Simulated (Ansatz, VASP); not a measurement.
One calculation of TiO2, two programs

File INCAR:

```
PREC     = Accurate       # precision mode
ENCUT    = 520            # plane-wave cutoff, eV
EDIFF    = 1E-6           # SCF threshold, eV
ISMEAR   = 0              # smearing method
SIGMA    = 0.1            # smearing width, eV
LREAL    = F              # projectors in reciprocal space
LASPH    = T              # aspherical terms in the spheres
NELM     = 150            # most SCF steps
ALGO     = Normal         # electronic algorithm
ISIF     = 2              # what is computed and relaxed
LWAVE    = F              # write WAVECAR
LCHARG   = F              # write CHGCAR
ISPIN    = 2              # spin polarisation
MAGMOM   = 1 0 0          # initial moments
LORBIT   = 11             # projections on sites
LMAXMIX  = 4              # l up to which the mixer works
GGA      = PS             # functional
NBANDS   = 23             # bands
```

Contents of KPOINTS:

```
regular mesh
0
Gamma
  6 6 4
```

File POSCAR:

```
TiO2
1.0
    3.0277407991      0.0000000000      0.0000000000
   -1.5138703995      2.6221004481      0.0000000000
    0.0000000000      0.0000000000      4.9136360273
Ti O
1 2
Direct
    0.0000000000      0.0000000000      0.0000000000
    0.6666666667      0.3333333333      0.7531560895
    0.3333333333      0.6666666667      0.2468439105
```

Input for Ansatz:

```yaml
crystal:
  lattice:
    - [3.0277407991, 0.0, 0.0]
    - [-1.5138703995, 2.6221004481, 0.0]
    - [0.0, 0.0, 4.9136360273]
  atoms:
    - { symbol: Ti, position: [0.0, 0.0, 0.0], spin: 1.0 }
    - { symbol: O, position: [0.6666666667, 0.3333333333, 0.7531560895] }
    - { symbol: O, position: [0.3333333333, 0.6666666667, 0.2468439105] }
basis:
  ecutwfc: 420
kpoints:
  mp_grid: { grid: [6, 6, 4] }
hamiltonian:
  xc: pbesol
scf:
  occupations: { method: gaussian, width: 0.1 }
  lower_state_search: "off"
output:
  forces: true
  stress: true
  eigenvalues: true
  populations: true
magnetization:
  spin_polarized: true
```

Alike in both runs: task single point; functional PBEsol; k mesh 6 × 6 × 4; occupations gaussian, width 0.1 eV; collinear spin.

|  | VASP | Ansatz |
| --- | --- | --- |
| version | VASP 6.6.1 | Ansatz 0.2.0 |
| potentials or method | VASP PAW PBE potentials, release 64 (Ti_sv, O), cutoff 520 eV | scalar-relativistic, plane waves, PAW |
| valence electrons in the cell | 24 | 24 |

|  | VASP | Ansatz | Ansatz less VASP |
| --- | --- | --- | --- |
| gap on the k mesh at the Fermi level (eV) | 1.55 | 1.57 | +0.015 |
| least direct gap on the mesh (eV) | 2.02 | 2.04 | +0.021 |
| rms of the force components (eV/Å) | 2.014 | 2.039 | +0.0244 |
| net moment per atom (μB) | 0.00 | 0.00 | 0.000 |

VASP's potentials were made for PBE, not for PBEsol. Atom by atom the forces differ by 0.024 eV/Å (rms over components). The functional is the same, so the differences come from potentials, cutoffs and numerics. Ansatz's warnings: seeded moment not kept.
